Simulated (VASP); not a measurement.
# Si16Ge (a cell with a defect) in VASP: further runs

Si16Ge (a cell with a defect) is run at these levels: PBEsol; tasks: single point.

All numbers are computed with VASP 6.6.1; they aren't measurements. Logs are shortened: lines on timing, memory, paths and dates and some standing lists are left out, and cuts for length are marked.

## (1) The cell of the first run

The cell holds a defect, 17 atoms: a = 7.679 Å, b = 7.679 Å, c = 7.679 Å, α = 60.00°, β = 60.00°, γ = 60.00°.

## (2) Single point, PBEsol

The input, INCAR:

```
PREC = Accurate
ENCUT = 520
EDIFF = 1E-7
ISMEAR = 0
SIGMA = 0.05
LREAL = Auto
LASPH = T
NELM = 80
ALGO = Normal
ISIF = 2
LWAVE = F
LCHARG = F
GGA = PS
NBANDS = 53
```

The input, KPOINTS:

```
Automatic mesh
0
Gamma
  2 2 2
```

The input, POSCAR:

```
Si16Ge
1.0
    0.0000000000      5.4300000000      5.4300000000
    5.4300000000      0.0000000000      5.4300000000
    5.4300000000      5.4300000000      0.0000000000
Si Ge
16 1
Direct
   -0.0034819521     -0.0023804788     -0.0047368324
    0.1342753223      0.0964583794      0.1345252302
   -0.0042131676     -0.0018046961      0.5104279006
    0.1195271639      0.1321943831      0.6239512891
    0.0119478821      0.4617303867      0.0134889503
    0.1172755985      0.6175846225      0.1155997238
   -0.0148975138      0.5030768877      0.5058954880
    0.1160159300      0.6182849908      0.6501724678
    0.5101155617     -0.0023678637     -0.0044094843
    0.6250713628      0.1318223757      0.1179492634
    0.4925267035      0.0243681400      0.4909563536
    0.6244837017      0.1322039595      0.6241803867
    0.5060592081      0.5028962247     -0.0152140884
    0.6487181400      0.6175302947      0.1162621547
    0.5058102210      0.5031313996      0.5059452118
    0.6161060773      0.6519613260      0.6158003683
    0.2649602210      0.7024703499      0.2667009208
```

Potentials or basis: VASP PAW PBE potentials, release 64 (Si, Ge_d).

Launch:

```
$ cat potpaw_PBE.64/Si/POTCAR potpaw_PBE.64/Ge_d/POTCAR > POTCAR
$ mpirun -np 1 vasp_std > vasp.out
```

OUTCAR:

```text
PREC = Accurate
   ENCUT = 520
   EDIFF = 1E-7
   ISMEAR = 0
   LREAL = Auto
   LASPH = T
   NELM = 80
   ISIF = 2
   GGA = PS

 ion  position               nearest neighbor table
   1  0.997  0.998  0.995-   4 2.33  10 2.33   2 2.36   6 2.38  17 2.94
   2  0.134  0.096  0.135-   5 2.29   9 2.36   1 2.36   3 2.36  17 2.47
   3  0.996  0.998  0.510-   4 2.33  12 2.33   2 2.36   8 2.38  17 2.94
   4  0.120  0.132  0.624-   7 2.33   3 2.33   1 2.33  11 2.34
   5  0.012  0.462  0.013-  14 2.29   6 2.29   8 2.29   2 2.29
   6  0.117  0.618  0.116-   5 2.29   1 2.38  17 2.42  13 2.44   7 2.45
   7  0.985  0.503  0.506-  16 2.32   4 2.33   6 2.45   8 2.45  17 2.62
   8  0.116  0.618  0.650-   5 2.29   3 2.38  17 2.42  15 2.45   7 2.45
   9  0.510  0.998  0.996-  12 2.33  10 2.33   2 2.36  14 2.38  17 2.94
  10  0.625  0.132  0.118-  13 2.33   1 2.33   9 2.33  11 2.34
  11  0.493  0.024  0.491-  16 2.34   4 2.34  12 2.34  10 2.34
  12  0.624  0.132  0.624-  15 2.33   3 2.33   9 2.33  11 2.34
  13  0.506  0.503  0.985-  16 2.32  10 2.33  14 2.44   6 2.44  17 2.63
  14  0.649  0.618  0.116-   5 2.29   9 2.38  17 2.42  13 2.44  15 2.45
  15  0.506  0.503  0.506-  16 2.32  12 2.33  14 2.45   8 2.45  17 2.63
  16  0.616  0.652  0.616-  15 2.32   7 2.32  13 2.32  11 2.34
  17  0.265  0.702  0.267-   8 2.42   6 2.42  14 2.42   2 2.47   7 2.62  15 2.63  13 2.63   3 2.94
                             1 2.94   9 2.94

  LATTYP: Found a face centered cubic cell.
 ALAT       =    10.8600000000

  Lattice vectors:

 A1 = (   0.0000000000,   5.4300000000,   5.4300000000)
 A2 = (   5.4300000000,   0.0000000000,   5.4300000000)
 A3 = (   5.4300000000,   5.4300000000,   0.0000000000)

Analysis of symmetry for initial positions (statically):
=====================================================================
 Subroutine PRICEL returns:
 Original cell was already a primitive cell.

 Routine SETGRP: Setting up the symmetry group for a
 face centered cubic supercell.

 Subroutine GETGRP returns: Found  1 space group operations
 (whereof  1 operations were pure point group operations)
 out of a pool of 48 trial point group operations.

The static configuration has the point symmetry C_1 .

Analysis of symmetry for dynamics (positions and initial velocities):
=====================================================================
 Subroutine PRICEL returns:
 Original cell was already a primitive cell.

 Routine SETGRP: Setting up the symmetry group for a
 face centered cubic supercell.

 Subroutine GETGRP returns: Found  1 space group operations
 (whereof  1 operations were pure point group operations)
 out of a pool of 48 trial point group operations.

The dynamic configuration has the point symmetry C_1 .

 Subroutine INISYM returns: Found  1 space group operations
 (whereof  1 operations are pure point group operations),
 and found     1 'primitive' translations

----------------------------------------------------------------------------------------

                                     Primitive cell

  volume of cell :     320.2060

  direct lattice vectors                    reciprocal lattice vectors
     0.000000000  5.430000000  5.430000000    -0.092081031  0.092081031  0.092081031
     5.430000000  0.000000000  5.430000000     0.092081031 -0.092081031  0.092081031
     5.430000000  5.430000000  0.000000000     0.092081031  0.092081031 -0.092081031

  length of vectors
     7.679179644  7.679179644  7.679179644     0.159489025  0.159489025  0.159489025

  position of ions in fractional coordinates (direct lattice)
     0.996518048  0.997619521  0.995263168
     0.134275322  0.096458379  0.134525230
     0.995786832  0.998195304  0.510427901
     0.119527164  0.132194383  0.623951289
     0.011947882  0.461730387  0.013488950
     0.117275599  0.617584622  0.115599724
[... 9 lines left out ...]
     0.616106077  0.651961326  0.615800368
     0.264960221  0.702470350  0.266700921

  ion indices of the primitive-cell ions
   primitive index   ion index
                 1           1
                 2           2
                 3           3
                 4           4
                 5           5
                 6           6
[... 9 lines left out ...]
                16          16
                17          17

----------------------------------------------------------------------------------------

 KPOINTS: Automatic mesh

Automatic generation of k-mesh.
 Grid dimensions read from file:
 generate k-points for:    2    2    2

 Generating k-lattice:

  Cartesian coordinates                     Fractional coordinates (reciprocal lattice)
    -0.046040516  0.046040516  0.046040516     0.500000000  0.000000000  0.000000000
     0.046040516 -0.046040516  0.046040516     0.000000000  0.500000000  0.000000000
     0.046040516  0.046040516 -0.046040516     0.000000000  0.000000000  0.500000000

  Length of vectors
     0.079744512  0.079744512  0.079744512

  Shift w.r.t. Gamma in fractional coordinates (k-lattice)
     0.000000000  0.000000000  0.000000000

 Subroutine IBZKPT returns following result:
 ===========================================

 Found      8 irreducible k-points:

 Following reciprocal coordinates:
            Coordinates               Weight
  0.000000  0.000000  0.000000      1.000000
  0.500000  0.000000  0.000000      1.000000
  0.000000  0.500000  0.000000      1.000000
  0.000000  0.000000  0.500000      1.000000
  0.500000  0.500000  0.500000      1.000000
  0.500000  0.500000  0.000000      1.000000
  0.000000  0.500000  0.500000      1.000000
  0.500000  0.000000  0.500000      1.000000
   k-points           NKPTS =      8   k-points in BZ     NKDIM =      8   number of bands    NBANDS=     53
   number of dos      NEDOS =    301   number of ions     NIONS =     17
   total plane-waves  NPLWV = 216000
   dimension x,y,z NGX =    60 NGY =   60 NGZ =   60
   dimension x,y,z NGXF=   120 NGYF=  120 NGZF=  120
   ions per type =              16   1
   NGX,Y,Z   is equivalent  to a cutoff of  12.99, 12.99, 12.99 a.u.
   NGXF,Y,Z  is equivalent  to a cutoff of  25.98, 25.98, 25.98 a.u.
 SYSTEM =  unknown system
   PREC   = accura    normal or accurate (medium, high low for compatibility)
   ISTART =      0    job   : 0-new  1-cont  2-samecut
   ICHARG =      2    charge: 1-file 2-atom 10-const
   ISPIN  =      1    spin polarized calculation?
   LNONCOLLINEAR =      F non collinear calculations
   LSORBIT =      F    spin-orbit coupling
   LASPH  =      T    aspherical Exc in radial PAW
   ENCUT  =  520.0 eV  38.22 Ry    6.18 a.u.  14.28 14.28 14.28*2*pi/ulx,y,z
   NELM   =     80;   NELMIN=  2; NELMDL= -5     # of ELM steps
   EDIFF  = 0.1E-06   stopping-criterion for ELM
   LREAL  =      T    real-space projection
   EDIFFG = 0.1E-05   stopping-criterion for IOM
   NSW    =      0    number of steps for IOM
   IBRION =     -1    ionic relax: 0-MD 1-quasi-New 2-CG
   NFREE  =      0    steps in history (QN), initial steepest desc. (CG)
   ISIF   =      2    stress and relaxation
   ISYM   =      2    0-nonsym 1-usesym 2-fastsym
   POTIM  = 0.5000    time-step for ionic-motion
   TEBEG  =    0.0;   TEEND  =   0.0 temperature during run
   PSTRESS=    0.0 pullay stress
   NELECT =      78.0000    total number of electrons
   NUPDOWN=      -1.0000    fix difference up-down
   EMIN   =  10.00;   EMAX   =-10.00  energy-range for DOS
   EFERMI =   0.00;   METHOD = LEGACY
   ISMEAR =     0;   SIGMA  =   0.05  broadening in eV -4-tet -1-fermi 0-gaus
   EFERMI_NEDOS =   21; number of points for ismear=-14 and -15
   IALGO  =     38    algorithm
   IMIX   =      4    mixing-type and parameters
     AMIX     =   0.40;   BMIX     =  1.00
     AMIX_MAG =   1.60;   BMIX_MAG =  1.00
  volume/ion in A,a.u.               =      18.84       127.11
  Fermi-wavevector in a.u.,A,eV,Ry     =   1.022421  1.932096 14.222785  1.045345
  Thomas-Fermi vector in A             =   2.156100
   LORBIT       =      0    0 simple, 1 ext, 2 COOP (PROOUT), +10 PAW based schemes
   GGA     = PS    functional components
   LHFCALC =     F    Hartree Fock is set to
   AEXX    =    0.0000 exact exchange contribution
   IVDW    =     0    specifies the selected vdW correction
   LEPSILON=     F    determine dielectric tensor
   LRPA    =     F    only Hartree local field effects (RPA)
 non-spin polarized calculation
 Gauss-broadening in eV      SIGMA  =   0.05
  energy-cutoff  :      520.00
  volume of cell :      320.21
 maximum number of plane-waves:      8646
 NGX is ok and might be reduce to    60
   NGX = 29   NGY = 29   NGZ = 29

 number of electron      78.0000000 magnetization

 Free energy of the ion-electron system (eV)
  ---------------------------------------------------
  ext. energy  EPLUGINS =         0.00000000
  ---------------------------------------------------
  free energy    TOTEN  =       -92.68328299 eV

  energy without entropy =      -92.67291277  energy(sigma->0) =      -92.67809788

 E-fermi :   6.7921     XC(G=0):  -9.8895

 val. band max:        6.6187658558   @ k =   0.0000   0.0000   0.0000
 cond. band min:       6.7969943519   @ k =   0.0000   0.0000   0.0000
 fundamental gap:      0.1782284961
 Fermi energy:         6.7921401175

 k-point     1 :       0.0000    0.0000    0.0000
  band No.  band energies     occupation
      1     -18.2528      2.00000
      2     -18.2508      2.00000
      3     -18.2503      2.00000
      4     -18.2360      2.00000
      5     -18.2354      2.00000
      6      -6.5828      2.00000
[... 43 lines left out ...]
     50       8.1181      0.00000
     51       8.8618      0.00000

 k-point     2 :       0.5000    0.0000    0.0000
  band No.  band energies     occupation
      1     -18.2528      2.00000
      2     -18.2508      2.00000
      3     -18.2503      2.00000
      4     -18.2360      2.00000
      5     -18.2355      2.00000
      6      -6.2424      2.00000
[... 43 lines left out ...]
     50       9.7402      0.00000
     51       9.7953      0.00000

 k-point     3 :       0.0000    0.5000    0.0000
  band No.  band energies     occupation
      1     -18.2528      2.00000
      2     -18.2508      2.00000
      3     -18.2503      2.00000
      4     -18.2360      2.00000
      5     -18.2354      2.00000
      6      -6.2649      2.00000
[... 43 lines left out ...]
     50       9.7609      0.00000
     51       9.9782      0.00000

 k-point     4 :       0.0000    0.0000    0.5000
  band No.  band energies     occupation
      1     -18.2528      2.00000
      2     -18.2508      2.00000
      3     -18.2503      2.00000
      4     -18.2360      2.00000
      5     -18.2354      2.00000
      6      -6.2417      2.00000
[... 43 lines left out ...]
     50       9.7337      0.00000
     51       9.7993      0.00000

 k-point     5 :       0.5000    0.5000    0.5000
  band No.  band energies     occupation
      1     -18.2528      2.00000
      2     -18.2508      2.00000
      3     -18.2503      2.00000
      4     -18.2360      2.00000
      5     -18.2354      2.00000
      6      -6.2421      2.00000
[... 43 lines left out ...]
     50       9.7378      0.00000
     51       9.7956      0.00000

 k-point     6 :       0.5000    0.5000    0.0000
  band No.  band energies     occupation
      1     -18.2528      2.00000
      2     -18.2508      2.00000
      3     -18.2503      2.00000
      4     -18.2360      2.00000
      5     -18.2354      2.00000
      6      -6.1422      2.00000
[... 43 lines left out ...]
     50      10.2136      0.00000
     51      10.3170      0.00000

 k-point     7 :       0.0000    0.5000    0.5000
  band No.  band energies     occupation
      1     -18.2528      2.00000
      2     -18.2508      2.00000
      3     -18.2503      2.00000
      4     -18.2360      2.00000
      5     -18.2354      2.00000
      6      -6.1412      2.00000
[... 43 lines left out ...]
     50      10.2093      0.00000
     51      10.3168      0.00000

 k-point     8 :       0.5000    0.0000    0.5000
  band No.  band energies     occupation
      1     -18.2528      2.00000
      2     -18.2508      2.00000
      3     -18.2503      2.00000
      4     -18.2360      2.00000
      5     -18.2354      2.00000
      6      -6.1418      2.00000
[... 43 lines left out ...]
     50      10.2116      0.00000
     51      10.3172      0.00000
 [bands above 51 left out]

------------------------ aborting loop because EDIFF is reached ----------------------------------------

  FORCE on cell =-STRESS in cart. coord.  units (eV):
  Direction    XX          YY          ZZ          XY          YZ          ZX
  --------------------------------------------------------------------------------------
  -------------------------------------------------------------------------------------
  Total        8.9289383      8.9199254      8.8991723      0.3151260      0.3799282     -0.3448738
  in kB       44.6766827     44.6315862     44.5277459      1.5767588      1.9010020     -1.7256047
  external PRESSURE =      44.6120050 kB  Pullay stress =       0.0000000 kB

 VOLUME and BASIS-vectors are now :
 -----------------------------------------------------------------------------
  energy-cutoff  :      520.00
  volume of cell :      320.21
      direct lattice vectors                 reciprocal lattice vectors
     0.000000000  5.430000000  5.430000000    -0.092081031  0.092081031  0.092081031
     5.430000000  0.000000000  5.430000000     0.092081031 -0.092081031  0.092081031
     5.430000000  5.430000000  0.000000000     0.092081031  0.092081031 -0.092081031

 POSITION                                       TOTAL-FORCE (eV/Angst)
 -----------------------------------------------------------------------------------
     10.82135     10.81537     10.82817         0.003212      0.017326     -0.001890
      1.25424      1.45959      1.25288         0.096173     -0.089299      0.088037
      8.19182      8.17875     10.82732        -0.020658     -0.004298      0.002276
      4.10587      4.03709      1.36685        -0.029036      0.025976     -0.033158
      2.58044      0.13812      2.57207         0.052698     -0.056859      0.057866
      3.98119      1.26451      3.99029         0.010597      0.091088     -0.002894
[... 9 lines left out ...]
      6.88395      6.68925      6.88561        -0.028392      0.034120     -0.037290
      5.26260      2.88692      5.25315         0.173105     -0.170705      0.169407
 -----------------------------------------------------------------------------------
    total drift:                                0.005975      0.003246     -0.003681

  FREE ENERGIE OF THE ION-ELECTRON SYSTEM (eV)
  ---------------------------------------------------
  free  energy   TOTEN  =       -92.6832829854 eV

  energy  without entropy=      -92.6729127750  energy(sigma->0) =      -92.67809788
```

Run time: 2 min. Hardware: 1 thread of Intel Xeon 6975P-C (Granite Rapids), shared host; peak memory 0.48 GiB.

Results:

* Free energy: -92.6833 eV
* Pressure: 4.5 GPa
* Largest force: 0.296 eV/Å
* Band gap on the k mesh: zero (band 39 reaches 6.85 eV, above the bottom of band 40 at 6.62 eV)

Forces on the atoms (eV/Å):
```
Si   0.003  0.017 -0.002
Si   0.096 -0.089  0.088
Si  -0.021 -0.004  0.002
Si  -0.029  0.026 -0.033
Si   0.053 -0.057  0.058
Si   0.011  0.091 -0.003
Si  -0.024  0.027 -0.005
Si  -0.105 -0.008  0.003
Si   0.001  0.003 -0.017
Si  -0.026  0.021 -0.020
Si  -0.030  0.039 -0.043
Si  -0.028  0.031 -0.024
Si  -0.028  0.024 -0.026
Si   0.006  0.003 -0.084
Si  -0.023  0.012 -0.028
Si  -0.028  0.034 -0.037
Ge   0.173 -0.171  0.169
```

Caveat: the k points lie up to 0.50 Å⁻¹ apart; the PAW data sets were made with another functional, which shifts forces and pressure a little.

## (3) Single point, PBEsol

The input, INCAR:

```
SYSTEM = Si16Ge
ALGO = Normal
EDIFF = 1E-6
ENCUT = 520
GGA = PS
ISIF = 2
ISMEAR = 0
LASPH = .TRUE.
LCHARG = .FALSE.
LREAL = Auto
LWAVE = .FALSE.
NBANDS = 53
NELM = 60
PREC = Accurate
SIGMA = 0.05
```

The input, KPOINTS:

```
k-points
0
G
  2 2 2
  0 0 0
```

The input, POSCAR:

```
Si16Ge
1.0
    0.0000000000      5.4300000000      5.4300000000
    5.4300000000      0.0000000000      5.4300000000
    5.4300000000      5.4300000000      0.0000000000
Si Ge
16 1
Direct
   -0.0055648250     -0.0043710866     -0.0066104972
    0.1471523020      0.0585804788      0.1469651934
   -0.0060928177     -0.0038699816      0.5162918969
    0.1167278085      0.1379537753      0.6225615101
    0.0215595764      0.4345851750      0.0218687845
    0.1071194291      0.6215220074      0.1058247698
   -0.0185280847      0.5094135359      0.5043194291
    0.1060618785      0.6221279926      0.6660928177
    0.5163459484     -0.0043474217     -0.0064083794
    0.6234054328      0.1374619705      0.1157503683
    0.4875186924      0.0387197974      0.4865126151
    0.6229279926      0.1378907919      0.6227162063
    0.5043220994      0.5093651934     -0.0179244936
    0.6651418048      0.6215103131      0.1061852670
    0.5047134438      0.5094732965      0.5041294659
    0.6114076427      0.6655472376      0.6115643646
    0.2880127993      0.6343604972      0.2890844383
```

Potentials or basis: VASP PAW PBE potentials, release 64 (Si, Ge_d).

Launch:

```
$ cat potpaw_PBE.64/Si/POTCAR potpaw_PBE.64/Ge_d/POTCAR > POTCAR
$ mpirun -np 1 vasp_std > vasp.out
```

Run time: 2.2 min. Hardware: 1 thread of Intel Xeon 6975P-C (Granite Rapids), shared host; peak memory 0.49 GiB.

It converged, with:

| Item | Value |
| --- | --- |
| Free energy | -92.4861 eV |
| Pressure | 3.8 GPa |
| Largest force | 0.073 eV/Å |
| Band gap on the k mesh | zero (band 39 reaches 6.72 eV, above the bottom of band 40 at 6.59 eV) |

Forces in eV/Å, atoms in the order of the input:
```
Si   0.001 -0.021 -0.009
Si  -0.023  0.031 -0.034
Si   0.019  0.000 -0.004
Si  -0.007 -0.001  0.001
Si  -0.025  0.050 -0.046
Si  -0.021 -0.028 -0.040
Si   0.010  0.001  0.054
Si  -0.018  0.000 -0.006
Si  -0.001  0.009  0.021
Si   0.012 -0.007  0.008
Si  -0.001  0.005 -0.007
Si  -0.004 -0.004  0.005
Si  -0.004 -0.010  0.009
Si  -0.023  0.038  0.035
Si   0.013 -0.042 -0.001
Si   0.013 -0.001 -0.003
Ge   0.060 -0.021  0.018
```

Stress tensor (GPa, compression positive):
```
 3.78  0.77 -0.78
 0.77  3.81  0.80
-0.78  0.80  3.83
```

Levels at points of the mesh, in eV from the Fermi level:
```csv
k point,band 37,band 38,band 39,band 40,band 41,band 42
"(0.00, 0.00, 0.00)",-0.55,-0.55,-0.54,-0.11,-0.10,0.17
"(0.50, 0.00, 0.00)",-1.31,-0.95,-0.18,0.16,0.72,0.83
"(0.00, 0.50, 0.00)",-1.20,-1.19,-0.24,0.39,0.41,1.15
"(0.00, 0.00, 0.50)",-1.31,-0.95,-0.16,0.16,0.72,0.83
"(0.50, 0.50, 0.50)",-1.31,-0.95,-0.17,0.16,0.72,0.83
"(0.50, 0.50, 0.00)",-1.69,-0.94,0.02,0.43,1.23,1.39
"(0.00, 0.50, 0.50)",-1.69,-0.93,0.01,0.43,1.24,1.40
"(0.50, 0.00, 0.50)",-1.69,-0.94,0.02,0.43,1.23,1.39
```

Caveat: the k points lie up to 0.50 Å⁻¹ apart; the PAW data sets were made with another functional, which shifts forces and pressure a little.

[end of part 1 of 2]
